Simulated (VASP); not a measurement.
# GaN (F-43m) in VASP: further runs

GaN is run at these levels: PBE; tasks: single point.

All numbers are computed with VASP 6.6.1; they aren't measurements. Logs are shortened: lines on timing, memory, paths and dates and some standing lists are left out, and cuts for length are marked.

### Step 1. The cell of the first run

Symmetry: F-43m, No. 216, cubic system. The conventional cell has a = 4.431 Å, b = 4.431 Å, c = 4.431 Å, α = 90.00°, β = 90.00°, γ = 90.00°. Ga (site symmetry -43m) has 4 N at 1.92 Å within 2.5 Å. N (site symmetry -43m) has 4 Ga at 1.92 Å within 2.5 Å.

### Step 2. Single point, PBE

Contents of INCAR:

```
PREC = Accurate
ENCUT = 520
EDIFF = 1E-6
ISMEAR = 1
SIGMA = 0.02
LREAL = False
LASPH = True
NELM = 60
ALGO = Normal
ISIF = 2
LWAVE = False
LCHARG = False
GGA = PE
NBANDS = 16
```

Contents of KPOINTS:

```
regular mesh
0
Gamma
  8 8 8
```

Contents of POSCAR:

```
GaN
1.0
    0.0000000000      2.2152986877      2.2152986877
    2.2152986877      0.0000000000      2.2152986877
    2.2152986877      2.2152986877      0.0000000000
Ga N
1 1
Direct
    0.0000000000      0.0000000000      0.0000000000
    0.7500000000      0.7500000000      0.7500000000
```

Potentials or basis: VASP PAW PBE potentials, release 64 (Ga_d, N).

The run is started by

```console
$ cat potpaw_PBE.64/Ga_d/POTCAR potpaw_PBE.64/N/POTCAR > POTCAR
$ mpirun -np 1 vasp_std > vasp.out
```

OUTCAR:

```text
PREC = Accurate
   ENCUT = 520
   EDIFF = 1E-6
   ISMEAR = 1
   LREAL = False
   LASPH = True
   NELM = 60
   ISIF = 2
   GGA = PE

 ion  position               nearest neighbor table
   1  0.000  0.000  0.000-   2 1.92   2 1.92   2 1.92   2 1.92
   2  0.750  0.750  0.750-   1 1.92   1 1.92   1 1.92   1 1.92

  LATTYP: Found a face centered cubic cell.
 ALAT       =     4.4305973754

  Lattice vectors:

 A1 = (   0.0000000000,   2.2152986877,   2.2152986877)
 A2 = (   2.2152986877,   0.0000000000,   2.2152986877)
 A3 = (   2.2152986877,   2.2152986877,   0.0000000000)

Analysis of symmetry for initial positions (statically):
=====================================================================
 Subroutine PRICEL returns:
 Original cell was already a primitive cell.

 Routine SETGRP: Setting up the symmetry group for a
 face centered cubic supercell.

 Subroutine GETGRP returns: Found 24 space group operations
 (whereof 24 operations were pure point group operations)
 out of a pool of 48 trial point group operations.

The static configuration has the point symmetry T_d .

Analysis of symmetry for dynamics (positions and initial velocities):
=====================================================================
 Subroutine PRICEL returns:
 Original cell was already a primitive cell.

 Routine SETGRP: Setting up the symmetry group for a
 face centered cubic supercell.

 Subroutine GETGRP returns: Found 24 space group operations
 (whereof 24 operations were pure point group operations)
 out of a pool of 48 trial point group operations.

The dynamic configuration has the point symmetry T_d .

 Subroutine INISYM returns: Found 24 space group operations
 (whereof 24 operations are pure point group operations),
 and found     1 'primitive' translations

----------------------------------------------------------------------------------------

                                     Primitive cell

  volume of cell :      21.7434

  direct lattice vectors                    reciprocal lattice vectors
     0.000000000  2.215298688  2.215298688    -0.225703199  0.225703199  0.225703199
     2.215298688  0.000000000  2.215298688     0.225703199 -0.225703199  0.225703199
     2.215298688  2.215298688  0.000000000     0.225703199  0.225703199 -0.225703199

  length of vectors
     3.132905449  3.132905449  3.132905449     0.390929408  0.390929408  0.390929408

  position of ions in fractional coordinates (direct lattice)
     0.000000000  0.000000000  0.000000000
     0.750000000  0.750000000  0.750000000

  ion indices of the primitive-cell ions
   primitive index   ion index
                 1           1
                 2           2

----------------------------------------------------------------------------------------

 KPOINTS: regular mesh

Automatic generation of k-mesh.
 Grid dimensions read from file:
 generate k-points for:    8    8    8

 Generating k-lattice:

  Cartesian coordinates                     Fractional coordinates (reciprocal lattice)
    -0.028212900  0.028212900  0.028212900     0.125000000  0.000000000  0.000000000
     0.028212900 -0.028212900  0.028212900     0.000000000  0.125000000  0.000000000
     0.028212900  0.028212900 -0.028212900     0.000000000  0.000000000  0.125000000

  Length of vectors
     0.048866176  0.048866176  0.048866176

  Shift w.r.t. Gamma in fractional coordinates (k-lattice)
     0.000000000  0.000000000  0.000000000

 Subroutine IBZKPT returns following result:
 ===========================================

 Found     29 irreducible k-points:

 Following reciprocal coordinates:
            Coordinates               Weight
  0.000000  0.000000  0.000000      1.000000
  0.125000  0.000000  0.000000      8.000000
  0.250000  0.000000  0.000000      8.000000
  0.375000  0.000000  0.000000      8.000000
  0.500000  0.000000  0.000000      4.000000
  0.125000  0.125000  0.000000      6.000000
[... 16 lines left out ...]
  0.500000  0.250000  0.125000     48.000000
 -0.375000  0.250000  0.125000     24.000000
 [... further k-points ...]
   k-points           NKPTS =     29   k-points in BZ     NKDIM =     29   number of bands    NBANDS=     16
   number of dos      NEDOS =    301   number of ions     NIONS =      2
   total plane-waves  NPLWV =  13824
   dimension x,y,z NGX =    24 NGY =   24 NGZ =   24
   dimension x,y,z NGXF=    48 NGYF=   48 NGZF=   48
   ions per type =               1   1
   NGX,Y,Z   is equivalent  to a cutoff of  12.74, 12.74, 12.74 a.u.
   NGXF,Y,Z  is equivalent  to a cutoff of  25.47, 25.47, 25.47 a.u.
 SYSTEM =  unknown system
   PREC   = accura    normal or accurate (medium, high low for compatibility)
   ISTART =      0    job   : 0-new  1-cont  2-samecut
   ICHARG =      2    charge: 1-file 2-atom 10-const
   ISPIN  =      1    spin polarized calculation?
   LNONCOLLINEAR =      F non collinear calculations
   LSORBIT =      F    spin-orbit coupling
   LASPH  =      T    aspherical Exc in radial PAW
   ENCUT  =  520.0 eV  38.22 Ry    6.18 a.u.   5.83  5.83  5.83*2*pi/ulx,y,z
   NELM   =     60;   NELMIN=  2; NELMDL= -5     # of ELM steps
   EDIFF  = 0.1E-05   stopping-criterion for ELM
   LREAL  =      F    real-space projection
   EDIFFG = 0.1E-04   stopping-criterion for IOM
   NSW    =      0    number of steps for IOM
   IBRION =     -1    ionic relax: 0-MD 1-quasi-New 2-CG
   NFREE  =      0    steps in history (QN), initial steepest desc. (CG)
   ISIF   =      2    stress and relaxation
   ISYM   =      2    0-nonsym 1-usesym 2-fastsym
   POTIM  = 0.5000    time-step for ionic-motion
   TEBEG  =    0.0;   TEEND  =   0.0 temperature during run
   PSTRESS=    0.0 pullay stress
   NELECT =      18.0000    total number of electrons
   NUPDOWN=      -1.0000    fix difference up-down
   EMIN   =  10.00;   EMAX   =-10.00  energy-range for DOS
   EFERMI =   0.00;   METHOD = LEGACY
   ISMEAR =     1;   SIGMA  =   0.02  broadening in eV -4-tet -1-fermi 0-gaus
   EFERMI_NEDOS =   21; number of points for ismear=-14 and -15
   IALGO  =     38    algorithm
   IMIX   =      4    mixing-type and parameters
     AMIX     =   0.40;   BMIX     =  1.00
     AMIX_MAG =   1.60;   BMIX_MAG =  1.00
  volume/ion in A,a.u.               =      10.87        73.37
  Fermi-wavevector in a.u.,A,eV,Ry     =   1.537175  2.904840 32.149311  2.362908
  Thomas-Fermi vector in A             =   2.643721
   LORBIT       =      0    0 simple, 1 ext, 2 COOP (PROOUT), +10 PAW based schemes
   GGA     = PE    functional components
   LHFCALC =     F    Hartree Fock is set to
   AEXX    =    0.0000 exact exchange contribution
   IVDW    =     0    specifies the selected vdW correction
   LEPSILON=     F    determine dielectric tensor
   LRPA    =     F    only Hartree local field effects (RPA)
 non-spin polarized calculation
 Methfessel and Paxton  Order N= 1 SIGMA  =   0.02
  energy-cutoff  :      520.00
  volume of cell :       21.74
 maximum number of plane-waves:       604
   NGX = 11   NGY = 11   NGZ = 11

 number of electron      18.0000012 magnetization

 Free energy of the ion-electron system (eV)
  ---------------------------------------------------
  ext. energy  EPLUGINS =         0.00000000
  ---------------------------------------------------
  free energy    TOTEN  =       -12.06835622 eV

  energy without entropy =      -12.06835622  energy(sigma->0) =      -12.06835622

 E-fermi :   5.9831     XC(G=0): -11.9440

 val. band max:        5.8561596830   @ k =   0.0000   0.0000   0.0000
 cond. band min:       7.9120845260   @ k =   0.0000   0.0000   0.0000
 fundamental gap:      2.0559248430
 Fermi energy:         5.9830740726

 k-point     1 :       0.0000    0.0000    0.0000
  band No.  band energies     occupation
      1     -10.5305      2.00000
      2      -7.6397      2.00000
      3      -7.6397      2.00000
      4      -7.6397      2.00000
      5      -7.2642      2.00000
      6      -7.2642      2.00000
[... 8 lines left out ...]
     15      25.1035      0.00000
     16      25.1035      0.00000

 k-point     2 :       0.1250    0.0000    0.0000
  band No.  band energies     occupation
      1     -10.3440      2.00000
      2      -7.6158      2.00000
      3      -7.6158      2.00000
      4      -7.5810      2.00000
      5      -7.2663      2.00000
      6      -7.2663      2.00000
[... 8 lines left out ...]
     15      23.4610      0.00000
     16      23.5397      0.00000

 k-point     3 :       0.2500    0.0000    0.0000
  band No.  band energies     occupation
      1      -9.9126      2.00000
      2      -7.5689      2.00000
      3      -7.5689      2.00000
      4      -7.2928      2.00000
      5      -7.2591      2.00000
      6      -7.2591      2.00000
[... 8 lines left out ...]
     15      23.0904      0.00000
     16      23.0904      0.00000

 k-point     4 :       0.3750    0.0000    0.0000
  band No.  band energies     occupation
      1      -9.5620      2.00000
      2      -7.5423      2.00000
      3      -7.5423      2.00000
      4      -7.2295      2.00000
      5      -7.2295      2.00000
      6      -6.5885      2.00000
[... 8 lines left out ...]
     15      24.6275      0.00000
     16      24.6275      0.00000

 k-point     5 :       0.5000    0.0000    0.0000
  band No.  band energies     occupation
      1      -9.4540      2.00000
      2      -7.5377      2.00000
      3      -7.5377      2.00000
      4      -7.2102      2.00000
      5      -7.2102      2.00000
      6      -6.0176      2.00000
[... 8 lines left out ...]
     15      26.1479      0.00000
     16      26.1479      0.00000

 k-point     6 :       0.1250    0.1250    0.0000
  band No.  band energies     occupation
      1     -10.2828      2.00000
      2      -7.5937      2.00000
      3      -7.5937      2.00000
      4      -7.5915      2.00000
      5      -7.2812      2.00000
      6      -7.2513      2.00000
[... 8 lines left out ...]
     15      26.2396      0.00000
     16      26.2587      0.00000

 k-point     7 :       0.2500    0.1250    0.0000
  band No.  band energies     occupation
      1      -9.9361      2.00000
      2      -7.5657      2.00000
      3      -7.5415      2.00000
      4      -7.4227      2.00000
      5      -7.2443      2.00000
      6      -7.2375      2.00000
[... 8 lines left out ...]
     15      25.1735      0.00000
     16      25.3806      0.00000

 k-point     8 :       0.3750    0.1250    0.0000
  band No.  band energies     occupation
      1      -9.5740      2.00000
      2      -7.5392      2.00000
      3      -7.5061      2.00000
      4      -7.3158      2.00000
      5      -7.2155      2.00000
      6      -6.7285      2.00000
[... 8 lines left out ...]
     15      24.5446      0.00000
     16      26.0350      0.00000

 k-point     9 :       0.5000    0.1250    0.0000
  band No.  band energies     occupation
      1      -9.4142      2.00000
      2      -7.5344      2.00000
      3      -7.4999      2.00000
      4      -7.2606      2.00000
      5      -7.2085      2.00000
      6      -5.9784      2.00000
[... 8 lines left out ...]
     15      25.1099      0.00000
     16      26.5236      0.00000
[... 172 lines left out ...]
 k-point    19 :       0.5000    0.3750    0.0000
  band No.  band energies     occupation
      1      -9.2598      2.00000
      2      -7.5265      2.00000
      3      -7.3284      2.00000
      4      -7.3168      2.00000
      5      -7.1884      2.00000
      6      -5.7029      2.00000
[... 8 lines left out ...]
     15      29.0953      0.00000
     16      29.7495      0.00000

 k-point    20 :      -0.3750    0.3750    0.0000
  band No.  band energies     occupation
      1      -9.2527      2.00000
      2      -7.5119      2.00000
      3      -7.3411      2.00000
      4      -7.3382      2.00000
      5      -7.2201      2.00000
      6      -5.3970      2.00000
[... 8 lines left out ...]
     15      27.0170      0.00000
     16      29.7263      0.00000

 k-point    21 :       0.5000    0.5000    0.0000
  band No.  band energies     occupation
      1      -9.2371      2.00000
      2      -7.5526      2.00000
      3      -7.2847      2.00000
      4      -7.2847      2.00000
      5      -7.1756      2.00000
      6      -5.6050      2.00000
[... 8 lines left out ...]
     15      28.5511      0.00000
     16      30.9349      0.00000

 k-point    22 :       0.3750    0.2500    0.1250
  band No.  band energies     occupation
      1      -9.6337      2.00000
      2      -7.5212      2.00000
      3      -7.4978      2.00000
      4      -7.3696      2.00000
      5      -7.2345      2.00000
      6      -6.9201      2.00000
[... 8 lines left out ...]
     15      25.4911      0.00000
     16      27.8884      0.00000

 k-point    23 :       0.5000    0.2500    0.1250
  band No.  band energies     occupation
      1      -9.4039      2.00000
      2      -7.5133      2.00000
      3      -7.4618      2.00000
      4      -7.3231      2.00000
      5      -7.2254      2.00000
      6      -6.1974      2.00000
[... 8 lines left out ...]
     15      25.6326      0.00000
     16      27.6494      0.00000

 k-point    24 :      -0.3750    0.2500    0.1250
  band No.  band energies     occupation
      1      -9.3332      2.00000
      2      -7.5199      2.00000
      3      -7.4474      2.00000
      4      -7.2903      2.00000
      5      -7.2270      2.00000
      6      -5.6906      2.00000
[... 8 lines left out ...]
     15      25.1596      0.00000
     16      27.5758      0.00000

 [... further k-points ...]

------------------------ aborting loop because EDIFF is reached ----------------------------------------

  FORCE on cell =-STRESS in cart. coord.  units (eV):
  Direction    XX          YY          ZZ          XY          YZ          ZX
  --------------------------------------------------------------------------------------
  -------------------------------------------------------------------------------------
  Total        2.1864478      2.1864478      2.1864478      0.0000000      0.0000000      0.0000000
  in kB      161.1101206    161.1101206    161.1101206      0.0000000      0.0000000      0.0000000
  external PRESSURE =     161.1101206 kB  Pullay stress =       0.0000000 kB

 VOLUME and BASIS-vectors are now :
 -----------------------------------------------------------------------------
  energy-cutoff  :      520.00
  volume of cell :       21.74
      direct lattice vectors                 reciprocal lattice vectors
     0.000000000  2.215298688  2.215298688    -0.225703199  0.225703199  0.225703199
     2.215298688  0.000000000  2.215298688     0.225703199 -0.225703199  0.225703199
     2.215298688  2.215298688  0.000000000     0.225703199  0.225703199 -0.225703199

 POSITION                                       TOTAL-FORCE (eV/Angst)
 -----------------------------------------------------------------------------------
      0.00000      0.00000      0.00000        -0.000000     -0.000000      0.000000
      3.32295      3.32295      3.32295         0.000000      0.000000     -0.000000
 -----------------------------------------------------------------------------------
    total drift:                               -0.000002     -0.000002     -0.000001

  FREE ENERGIE OF THE ION-ELECTRON SYSTEM (eV)
  ---------------------------------------------------
  free  energy   TOTEN  =       -12.0683562154 eV

  energy  without entropy=      -12.0683562154  energy(sigma->0) =      -12.06835622
```

Run time: 8.5 s. Hardware: 1 thread of Intel Xeon Platinum 8259CL at 2.50GHz (Skylake/Cascade Lake), shared host; peak memory 0.14 GiB.

Results:

| Item | Value |
| --- | --- |
| Free energy | -12.0684 eV |
| Pressure | 16.1 GPa |
| Band gap on the k mesh | 2.06 eV, direct |

### Step 3. Single point, PBE

This run uses another cell than the first one, of 11.16 Å³/atom, 1.026 times its volume.

Contents of INCAR:

```
SYSTEM = GaN
PREC = Accurate
ENCUT = 520
EDIFF = 1E-6
ISMEAR = 1
SIGMA = 0.02
LREAL = .FALSE.
LASPH = .TRUE.
NELM = 60
ALGO = Normal
ISIF = 2
LWAVE = .FALSE.
LCHARG = .FALSE.
GGA = PE
NBANDS = 16
```

Contents of KPOINTS:

```
regular mesh
0
G
  8 8 8
  0 0 0
```

Contents of POSCAR:

```
GaN
1.0
    0.0000000000      2.2345631215      2.2345631215
    2.2345631215      0.0000000000      2.2345631215
    2.2345631215      2.2345631215      0.0000000000
Ga N
1 1
Direct
    0.0000000000      0.0000000000      0.0000000000
    0.7500000000      0.7500000000      0.7500000000
```

Potentials or basis: VASP PAW PBE potentials, release 64 (Ga_d, N).

The run is started by

```console
$ cat potpaw_PBE.64/Ga_d/POTCAR potpaw_PBE.64/N/POTCAR > POTCAR
$ mpirun -np 1 vasp_std > vasp.out
```

It took 8.5 s on 1 thread of Intel Xeon Platinum 8259CL at 2.50GHz (Skylake/Cascade Lake), shared host; peak memory 0.14 GiB.

It converged, with:

| Item | Value |
| --- | --- |
| Free energy | -12.1154 eV |
| Pressure | 10.2 GPa |
| Band gap on the k mesh | 1.89 eV, direct |

Levels at points of the mesh, in eV from the valence-band top:
```csv
k point,band 7,band 8,band 9,band 10,band 11,band 12
"(0.00, 0.00, 0.00)",0.00,0.00,0.00,1.89,10.46,10.46
"(0.50, 0.00, 0.00)",-7.20,-1.00,-1.00,4.81,8.85,10.50
"(0.50, 0.50, 0.00)",-6.23,-2.79,-2.79,3.36,6.81,11.89
```

### Step 4. Single point, PBE

This run uses another cell than the first one, of 11.44 Å³/atom, 1.053 times its volume.

Contents of INCAR:

```
SYSTEM = GaN
PREC     = Accurate       ! precision mode
ENCUT    = 520            ! plane-wave cutoff, eV
EDIFF    = 1E-7           ! SCF threshold, eV
ISMEAR   = 1              ! smearing method
SIGMA    = 0.02           ! smearing width, eV
LREAL    = .False.        ! projectors in reciprocal space
LASPH    = .True.         ! aspherical terms in the spheres
NELM     = 100            ! most SCF steps
ALGO     = Normal         ! electronic algorithm
ISIF     = 2              ! what is computed and relaxed
LWAVE    = .False.        ! write WAVECAR
LCHARG   = .False.        ! write CHGCAR
GGA      = PE             ! functional
NBANDS   = 16             ! bands
```

Contents of KPOINTS:

```
regular mesh
0
Gamma
  8 8 8
  0 0 0
```

Contents of POSCAR:

```
GaN
1.0
    0.0000000000      2.2535010000      2.2535010000
    2.2535010000      0.0000000000      2.2535010000
    2.2535010000      2.2535010000      0.0000000000
Ga N
1 1
Direct
    0.0000000000      0.0000000000      0.0000000000
    0.7500000000      0.7500000000      0.7500000000
```

The run is started by

```console
$ cat potpaw_PBE.64/Ga_d/POTCAR potpaw_PBE.64/N/POTCAR > POTCAR
$ mpirun -np 1 vasp_std > vasp.out
```

It took 9.9 s on 1 thread of Intel Xeon Platinum 8259CL at 2.50GHz (Skylake/Cascade Lake), shared host; peak memory 0.14 GiB.

It converged, with:

- Free energy: -12.1427 eV
- Pressure: 5.1 GPa
- Band gap on the k mesh: 1.72 eV, direct

Levels at points of the mesh, in eV from the valence-band top:
```tsv
k point	band 6	band 7	band 8	band 9	band 10	band 11	band 12	band 13
(0.00, 0.00, 0.00)	-13.12	0.00	0.00	0.00	1.72	10.30	10.30	10.30
(0.50, 0.00, 0.00)	-11.88	-7.04	-0.97	-0.97	4.64	8.73	10.37	10.37
(0.50, 0.50, 0.00)	-11.45	-6.12	-2.70	-2.70	3.35	6.66	11.71	13.96
```

(Continued in part 2 of 2.)
